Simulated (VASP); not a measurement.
# Ti (P6_3/mmc) in VASP: further runs

Runs on Ti. Level: PBE. Tasks: single point.

Everything below comes from runs of VASP 6.6.1. Logs are shortened: lines on timing, memory, paths and dates and some standing lists are left out, and cuts for length are marked.

### Step 1. The cell of the first run

Symmetry: P6_3/mmc, No. 194, hexagonal system. The conventional cell has a = 2.899 Å, b = 2.899 Å, c = 4.589 Å, α = 90.00°, β = 90.00°, γ = 120.00°. Within 3.7 Å of Ti (site symmetry -6m2) lie 12 Ti at 2.84 to 2.90 Å.

### Step 2. Single point, PBE, collinear spin (16.70 Å³/atom)

File INCAR:

```
ALGO     = Normal         # electronic algorithm
EDIFF    = 1E-7           # SCF threshold, eV
ENCUT    = 520            # plane-wave cutoff, eV
GGA      = PE             # functional
ISIF     = 2              # what is computed and relaxed
ISMEAR   = -1             # smearing method
ISPIN    = 2              # spin polarisation
LASPH    = True           # aspherical terms in the spheres
LCHARG   = False          # write CHGCAR
LMAXMIX  = 4              # l up to which the mixer works
LORBIT   = 11             # projections on sites
LREAL    = False          # projectors in reciprocal space
LWAVE    = False          # write WAVECAR
MAGMOM   = 1 1            # initial moments
NBANDS   = 23             # bands
NELM     = 150            # most SCF steps
PREC     = Accurate       # precision mode
SIGMA    = 0.05           # smearing width, eV
```

File KPOINTS:

```
k-points
0
Gamma
  20 20 11
```

File POSCAR:

```
Ti
1.0
    2.8991719949      0.0000000000      0.0000000000
   -1.4495859974      2.5107565975      0.0000000000
    0.0000000000      0.0000000000      4.5887491807
Ti
2
Direct
    0.3333333333      0.6666666667      0.2500000000
    0.6666666667      0.3333333333      0.7500000000
```

Potentials or basis: VASP PAW PBE potentials, release 64 (Ti_sv).

The run is started by

```
$ cat potpaw_PBE.64/Ti_sv/POTCAR > POTCAR
$ mpirun -np 1 vasp_std > vasp.out
```

OUTCAR:

```text
EDIFF = 1E-7
   ENCUT = 520
   GGA = PE
   ISIF = 2
   ISMEAR = -1
   ISPIN = 2
   LASPH = True
   LORBIT = 11
   LREAL = False
   NELM = 150
   PREC = Accurate

 ion  position               nearest neighbor table
   1  0.333  0.667  0.250-   2 2.84   2 2.84   2 2.84   2 2.84   2 2.84   2 2.84
   2  0.667  0.333  0.750-   1 2.84   1 2.84   1 2.84   1 2.84   1 2.84   1 2.84

  LATTYP: Found a hexagonal cell.
 ALAT       =     2.8991719949
 C/A-ratio  =     1.5827792172

  Lattice vectors:

 A1 = (   2.8991719949,   0.0000000000,   0.0000000000)
 A2 = (  -1.4495859974,   2.5107565975,   0.0000000000)
 A3 = (   0.0000000000,   0.0000000000,   4.5887491807)

Analysis of symmetry for initial positions (statically):
=====================================================================
 Subroutine PRICEL returns:
 Original cell was already a primitive cell.

 Routine SETGRP: Setting up the symmetry group for a
 hexagonal supercell.

 Subroutine GETGRP returns: Found 24 space group operations
 (whereof 12 operations were pure point group operations)
 out of a pool of 24 trial point group operations.

The static configuration has the point symmetry D_3d.
 The point group associated with its full space group is D_6h.

Analysis of symmetry for dynamics (positions and initial velocities):
=====================================================================
 Subroutine PRICEL returns:
 Original cell was already a primitive cell.

 Routine SETGRP: Setting up the symmetry group for a
 hexagonal supercell.

 Subroutine GETGRP returns: Found 24 space group operations
 (whereof 12 operations were pure point group operations)
 out of a pool of 24 trial point group operations.

The dynamic configuration has the point symmetry D_3d.
 The point group associated with its full space group is D_6h.

Analysis of structural, dynamic, and magnetic symmetry:
=====================================================================
 Subroutine PRICEL returns:
 Original cell was already a primitive cell.

 Routine SETGRP: Setting up the symmetry group for a
 hexagonal supercell.

 Subroutine GETGRP returns: Found 24 space group operations
 (whereof 12 operations were pure point group operations)
 out of a pool of 24 trial point group operations.

The overall configuration has the point symmetry D_3d.
 The point group associated with its full space group is D_6h.

 Subroutine INISYM returns: Found 24 space group operations
 (whereof 12 operations are pure point group operations),
 and found     1 'primitive' translations

----------------------------------------------------------------------------------------

                                     Primitive cell

  volume of cell :      33.4020

  direct lattice vectors                    reciprocal lattice vectors
     2.899171995  0.000000000  0.000000000     0.344926069  0.199143159  0.000000000
    -1.449585997  2.510756597  0.000000000     0.000000000  0.398286318  0.000000000
     0.000000000  0.000000000  4.588749181     0.000000000  0.000000000  0.217924310

  length of vectors
     2.899171995  2.899171995  4.588749181     0.398286318  0.398286318  0.217924310

  position of ions in fractional coordinates (direct lattice)
     0.333333333  0.666666667  0.250000000
     0.666666667  0.333333333  0.750000000

  ion indices of the primitive-cell ions
   primitive index   ion index
                 1           1
                 2           2

----------------------------------------------------------------------------------------

 KPOINTS: k-points

Automatic generation of k-mesh.
 Grid dimensions read from file:
 generate k-points for:   20   20   11

 Generating k-lattice:

  Cartesian coordinates                     Fractional coordinates (reciprocal lattice)
     0.017246303  0.009957158  0.000000000     0.050000000 -0.000000000  0.000000000
     0.000000000  0.019914316  0.000000000     0.000000000  0.050000000  0.000000000
     0.000000000  0.000000000  0.019811301     0.000000000  0.000000000  0.090909091

  Length of vectors
     0.019914316  0.019914316  0.019811301

  Shift w.r.t. Gamma in fractional coordinates (k-lattice)
     0.000000000  0.000000000  0.000000000

 Subroutine IBZKPT returns following result:
 ===========================================

 Found    264 irreducible k-points:

 Following reciprocal coordinates:
            Coordinates               Weight
  0.000000  0.000000  0.000000      1.000000
  0.050000  0.000000  0.000000      6.000000
  0.100000  0.000000  0.000000      6.000000
  0.150000  0.000000  0.000000      6.000000
  0.200000  0.000000  0.000000      6.000000
  0.250000  0.000000  0.000000      6.000000
[... 16 lines left out ...]
  0.200000  0.100000  0.000000     12.000000
  0.250000  0.100000  0.000000     12.000000
 [... further k-points ...]
   k-points           NKPTS =    264   k-points in BZ     NKDIM =    264   number of bands    NBANDS=     23
   number of dos      NEDOS =    301   number of ions     NIONS =      2
   total plane-waves  NPLWV =  20736
   dimension x,y,z NGX =    24 NGY =   24 NGZ =   36
   dimension x,y,z NGXF=    48 NGYF=   48 NGZF=   72
   ions per type =               2
   NGX,Y,Z   is equivalent  to a cutoff of  13.76, 13.76, 13.04 a.u.
   NGXF,Y,Z  is equivalent  to a cutoff of  27.52, 27.52, 26.08 a.u.
 SYSTEM =  unknown system
   PREC   = accura    normal or accurate (medium, high low for compatibility)
   ISTART =      0    job   : 0-new  1-cont  2-samecut
   ICHARG =      2    charge: 1-file 2-atom 10-const
   ISPIN  =      2    spin polarized calculation?
   LNONCOLLINEAR =      F non collinear calculations
   LSORBIT =      F    spin-orbit coupling
   LASPH  =      T    aspherical Exc in radial PAW
   ENCUT  =  520.0 eV  38.22 Ry    6.18 a.u.   5.39  5.39  8.53*2*pi/ulx,y,z
   NELM   =    150;   NELMIN=  2; NELMDL= -5     # of ELM steps
   EDIFF  = 0.1E-06   stopping-criterion for ELM
   LREAL  =      F    real-space projection
   EDIFFG = 0.1E-05   stopping-criterion for IOM
   NSW    =      0    number of steps for IOM
   IBRION =     -1    ionic relax: 0-MD 1-quasi-New 2-CG
   NFREE  =      0    steps in history (QN), initial steepest desc. (CG)
   ISIF   =      2    stress and relaxation
   ISYM   =      2    0-nonsym 1-usesym 2-fastsym
   POTIM  = 0.5000    time-step for ionic-motion
   TEBEG  =    0.0;   TEEND  =   0.0 temperature during run
   PSTRESS=    0.0 pullay stress
   NELECT =      24.0000    total number of electrons
   NUPDOWN=      -1.0000    fix difference up-down
   EMIN   =  10.00;   EMAX   =-10.00  energy-range for DOS
   EFERMI =   0.00;   METHOD = LEGACY
   ISMEAR =    -1;   SIGMA  =   0.05  broadening in eV -4-tet -1-fermi 0-gaus
   EFERMI_NEDOS =   21; number of points for ismear=-14 and -15
   IALGO  =     38    algorithm
   IMIX   =      4    mixing-type and parameters
     AMIX     =   0.40;   BMIX     =  1.00
     AMIX_MAG =   1.60;   BMIX_MAG =  1.00
  volume/ion in A,a.u.               =      16.70       112.70
  Fermi-wavevector in a.u.,A,eV,Ry     =   1.466294  2.770893 29.252756  2.150017
  Thomas-Fermi vector in A             =   2.582048
   LORBIT       =     11    0 simple, 1 ext, 2 COOP (PROOUT), +10 PAW based schemes
   GGA     = PE    functional components
   LHFCALC =     F    Hartree Fock is set to
   AEXX    =    0.0000 exact exchange contribution
   IVDW    =     0    specifies the selected vdW correction
   LEPSILON=     F    determine dielectric tensor
   LRPA    =     F    only Hartree local field effects (RPA)
 spin polarized calculation
  energy-cutoff  :      520.00
  volume of cell :       33.40
 maximum number of plane-waves:       929
 NGX is ok and might be reduce to    24
   NGX = 11   NGY = 11   NGZ = 17

 number of electron      23.9999999 magnetization       0.0016508

 number of electron      23.9999999 magnetization      -0.0000026

 Free energy of the ion-electron system (eV)
  ---------------------------------------------------
  ext. energy  EPLUGINS =         0.00000000
  ---------------------------------------------------
  free energy    TOTEN  =       -15.66211639 eV

  energy without entropy =      -15.64555151  energy(sigma->0) =      -15.65383395

 E-fermi :   8.7643     XC(G=0): -11.6833

 val. band max:        8.7621425566   @ k =   0.1500   0.0500   0.2727
 cond. band min:       8.7658722692   @ k =   0.3500   0.3000   0.2727
 fundamental gap:      0.0037297126
 Fermi energy:         8.7643032693

 spin component 1

 k-point     1 :       0.0000    0.0000    0.0000
  band No.  band energies     occupation
      1     -48.0386      1.00000
      2     -47.8781      1.00000
      3     -24.6734      1.00000
      4     -23.9486      1.00000
      5     -23.9486      1.00000
      6     -23.8693      1.00000
[... 15 lines left out ...]
     22      23.5548      0.00000
     23      26.3211      0.00000
[... 575 lines left out ...]
      1     -47.9501      1.00000
      2     -47.8510      1.00000
      3     -24.4663      1.00000
      4     -24.2937      1.00000
      5     -24.2058      1.00000
      6     -24.0586      1.00000
[... 15 lines left out ...]
     22      19.2419      0.00000
     23      21.2332      0.00000

 [... further k-points ...]

 spin component 2

 k-point     1 :       0.0000    0.0000    0.0000
  band No.  band energies     occupation
      1     -48.0386      1.00000
      2     -47.8781      1.00000
      3     -24.6734      1.00000
      4     -23.9486      1.00000
      5     -23.9486      1.00000
      6     -23.8693      1.00000
[... 15 lines left out ...]
     22      23.5548      0.00000
     23      26.3311      0.00000
[... 575 lines left out ...]
      1     -47.9501      1.00000
      2     -47.8510      1.00000
      3     -24.4663      1.00000
      4     -24.2937      1.00000
      5     -24.2058      1.00000
      6     -24.0586      1.00000
[... 15 lines left out ...]
     22      19.2419      0.00000
     23      21.2332      0.00000

 [... further k-points ...]
[... 5 lines left out ...]
  --------------------------------------------------------------------------------------
  -------------------------------------------------------------------------------------
  Total        0.9397231      0.9397231      0.9582676      0.0000000      0.0000000      0.0000000
  in kB       45.0751929     45.0751929     45.9647042      0.0000000      0.0000000      0.0000000
  external PRESSURE =      45.3716966 kB  Pullay stress =       0.0000000 kB

 VOLUME and BASIS-vectors are now :
 -----------------------------------------------------------------------------
  energy-cutoff  :      520.00
  volume of cell :       33.40
      direct lattice vectors                 reciprocal lattice vectors
     2.899171995  0.000000000  0.000000000     0.344926069  0.199143159  0.000000000
    -1.449585997  2.510756597  0.000000000     0.000000000  0.398286318  0.000000000
     0.000000000  0.000000000  4.588749181     0.000000000  0.000000000  0.217924310

 POSITION                                       TOTAL-FORCE (eV/Angst)
 -----------------------------------------------------------------------------------
     -0.00000      1.67384      1.14719        -0.000000      0.000000      0.000000
      1.44959      0.83692      3.44156         0.000000     -0.000000      0.000000
 -----------------------------------------------------------------------------------
    total drift:                               -0.000000      0.000000     -0.000000

  FREE ENERGIE OF THE ION-ELECTRON SYSTEM (eV)
  ---------------------------------------------------
  free  energy   TOTEN  =       -15.6621163896 eV

  energy  without entropy=      -15.6455515087  energy(sigma->0) =      -15.65383395

 total charge

# of ion       s       p       d       tot
------------------------------------------
    1        2.258   6.129   1.910  10.297
    2        2.258   6.129   1.910  10.297
--------------------------------------------------
tot          4.516  12.258   3.820  20.594

 magnetization (x)

# of ion       s       p       d       tot
------------------------------------------
    1        0.000  -0.000   0.000   0.000
    2        0.000  -0.000   0.000   0.000
--------------------------------------------------
tot          0.000  -0.000   0.000   0.000
```

It took 9.3 min on 1 thread of Intel Xeon 8259CL, shared host; peak memory 0.38 GiB.

Results:

```
Free energy                                           : -15.6621 eV
Pressure                                              : 4.5 GPa
Band gap on the k mesh                                : zero (filled and empty bands overlap)
Net moment                                            : 0.00 μB per cell
Valence electrons inside the program's atomic spheres : Ti 10.30
```

Caveat: the cell stands under pressure.

### Step 3. Single point, PBE, collinear spin (19.48 Å³/atom)

This run uses another cell than the first one, of 19.48 Å³/atom.

File INCAR:

```
SYSTEM = Ti
  PREC = Accurate
  ENCUT = 520
  EDIFF = 1E-7
  ISMEAR = -1
  SIGMA = 0.05
  LREAL = .False.
  LASPH = .True.
  NELM = 150
  ALGO = Normal
  ISIF = 2
  LWAVE = .False.
  LCHARG = .False.
  ISPIN = 2
  MAGMOM = 1 1
  LORBIT = 11
  LMAXMIX = 4
  GGA = PE
  NBANDS = 23
```

File KPOINTS:

```
Automatic mesh
0
Gamma
  20 20 11
  0 0 0
```

File POSCAR:

```
Ti
1.0
    3.0520354758      0.0000000000      0.0000000000
   -1.5260177379      2.6431402553      0.0000000000
    0.0000000000      0.0000000000      4.8306983215
Ti
2
Direct
    0.3333333333      0.6666666667      0.2500000000
    0.6666666667      0.3333333333      0.7500000000
```

Potentials or basis: VASP PAW PBE potentials, release 64 (Ti_sv).

The run is started by

```
$ cat potpaw_PBE.64/Ti_sv/POTCAR > POTCAR
$ mpirun -np 1 vasp_std > vasp.out
```

OUTCAR:

```text
SYSTEM = Ti
   PREC = Accurate
   ENCUT = 520
   EDIFF = 1E-7
   ISMEAR = -1
   LREAL = .False.
   LASPH = .True.
   NELM = 150
   ISIF = 2
   ISPIN = 2
   LORBIT = 11
   GGA = PE

 ion  position               nearest neighbor table
   1  0.333  0.667  0.250-
   2  0.667  0.333  0.750-

  LATTYP: Found a hexagonal cell.
 ALAT       =     3.0520354758
 C/A-ratio  =     1.5827792173

  Lattice vectors:

 A1 = (   3.0520354758,   0.0000000000,   0.0000000000)
 A2 = (  -1.5260177379,   2.6431402553,   0.0000000000)
 A3 = (   0.0000000000,   0.0000000000,   4.8306983215)

Analysis of symmetry for initial positions (statically):
=====================================================================
 Subroutine PRICEL returns:
 Original cell was already a primitive cell.

 Routine SETGRP: Setting up the symmetry group for a
 hexagonal supercell.

 Subroutine GETGRP returns: Found 24 space group operations
 (whereof 12 operations were pure point group operations)
 out of a pool of 24 trial point group operations.

The static configuration has the point symmetry D_3d.
[... 818 lines left out ...]
  band No.  band energies     occupation
      1     -49.8871      1.00000
      2     -49.8020      1.00000
      3     -26.3625      1.00000
      4     -25.9116      1.00000
      5     -25.9116      1.00000
      6     -25.8776      1.00000
[... 613 lines left out ...]
     22      16.0677      0.00000
     23      18.0303      0.00000

 [... further k-points ...]
[... 5 lines left out ...]
  --------------------------------------------------------------------------------------
  -------------------------------------------------------------------------------------
  Total       -2.5227820     -2.5227820     -2.5652688      0.0000000      0.0000000      0.0000000
  in kB     -103.7219342   -103.7219342   -105.4687389      0.0000000      0.0000000      0.0000000
  external PRESSURE =    -104.3042025 kB  Pullay stress =       0.0000000 kB

 VOLUME and BASIS-vectors are now :
 -----------------------------------------------------------------------------
  energy-cutoff  :      520.00
  volume of cell :       38.97
      direct lattice vectors                 reciprocal lattice vectors
     3.052035476  0.000000000  0.000000000     0.327650189  0.189168925  0.000000000
    -1.526017738  2.643140255  0.000000000     0.000000000  0.378337849  0.000000000
     0.000000000  0.000000000  4.830698321     0.000000000  0.000000000  0.207009408

 POSITION                                       TOTAL-FORCE (eV/Angst)
 -----------------------------------------------------------------------------------
     -0.00000      1.76209      1.20767         0.000000     -0.000000      0.000000
      1.52602      0.88105      3.62302        -0.000000      0.000000      0.000000
 -----------------------------------------------------------------------------------
    total drift:                               -0.000000      0.000000     -0.000000

  FREE ENERGIE OF THE ION-ELECTRON SYSTEM (eV)
  ---------------------------------------------------
  free  energy   TOTEN  =       -15.5299843191 eV

  energy  without entropy=      -15.5103567169  energy(sigma->0) =      -15.52017052

 total charge

# of ion       s       p       d       tot
------------------------------------------
    1        2.227   6.098   1.806  10.131
    2        2.227   6.098   1.806  10.131
--------------------------------------------------
tot          4.454  12.197   3.612  20.263

 magnetization (x)

# of ion       s       p       d       tot
------------------------------------------
    1        0.000  -0.000  -0.000   0.000
    2        0.000  -0.000  -0.000   0.000
--------------------------------------------------
tot          0.000  -0.000  -0.000   0.000
```

OSZICAR:

```text
N       E                     dE             d eps       ncg     rms          rms(c)
DAV:   1     0.278887775817E+03    0.27889E+03   -0.12375E+04 24360   0.127E+03
DAV:   2     0.133123509726E+02   -0.26558E+03   -0.25802E+03 25235   0.388E+02
DAV:   3    -0.163305363249E+02   -0.29643E+02   -0.29183E+02 46684   0.106E+02
DAV:   4    -0.175938592302E+02   -0.12633E+01   -0.12614E+01 26279   0.227E+01
DAV:   5    -0.176288389091E+02   -0.34980E-01   -0.34978E-01 34414   0.314E+00    0.128E+01
DAV:   6    -0.154774060782E+02    0.21514E+01   -0.61585E+00 26531   0.242E+01    0.314E+00
DAV:   7    -0.155129335706E+02   -0.35527E-01   -0.44379E-01 34411   0.465E+00    0.228E+00
DAV:   8    -0.155224222191E+02   -0.94886E-02   -0.32413E-02 26590   0.156E+00    0.133E+00
DAV:   9    -0.155284459701E+02   -0.60238E-02   -0.24999E-02 26809   0.139E+00    0.422E-01
DAV:  10    -0.155298047971E+02   -0.13588E-02   -0.33267E-03 33247   0.368E-01    0.737E-02
DAV:  11    -0.155299618520E+02   -0.15705E-03   -0.18646E-04 32425   0.101E-01    0.385E-02
DAV:  12    -0.155299886070E+02   -0.26755E-04   -0.59453E-05 29458   0.533E-02    0.124E-02
DAV:  13    -0.155299845725E+02    0.40345E-05   -0.13609E-05 32114   0.258E-02    0.830E-03
DAV:  14    -0.155299834390E+02    0.11335E-05   -0.12460E-06 28490   0.997E-03    0.211E-03
DAV:  15    -0.155299840777E+02   -0.63869E-06   -0.14951E-07 24293   0.331E-03    0.709E-04
DAV:  16    -0.155299843063E+02   -0.22867E-06   -0.83544E-08 20546   0.158E-03    0.521E-04
DAV:  17    -0.155299843191E+02   -0.12724E-07   -0.27201E-08 14405   0.126E-03
   1 F= -.15529984E+02 E0= -.15520171E+02  d E =-.196276E-01  mag=    -0.0000
```

stdout:

```text
POSCAR found type information on POSCAR Ti
 POSCAR found :  1 types and       2 ions
 scaLAPACK will be used
 LDA part: xc-table for (Slater+PW92), standard interpolation
 POSCAR, INCAR and KPOINTS ok, starting setup
 FFT: planning ... GRIDC
 FFT: planning ... GRID_SOFT
 FFT: planning ... GRID
 WAVECAR not read
 entering main loop
```

Wall time 2.5 min (1 thread of Intel Xeon 6975P-C (Granite Rapids), shared host); peak memory 0.41 GiB.

What came out:

```yaml
Free_energy: -15.5300 eV
Pressure: -10.4 GPa
Band_gap_on_the_k_mesh: zero (filled and empty bands overlap)
Net_moment: 0.00 μB per cell
Valence_electrons_inside_the_program's_atomic_spheres: Ti 10.13
```

Caveat: the cell stands under tension.
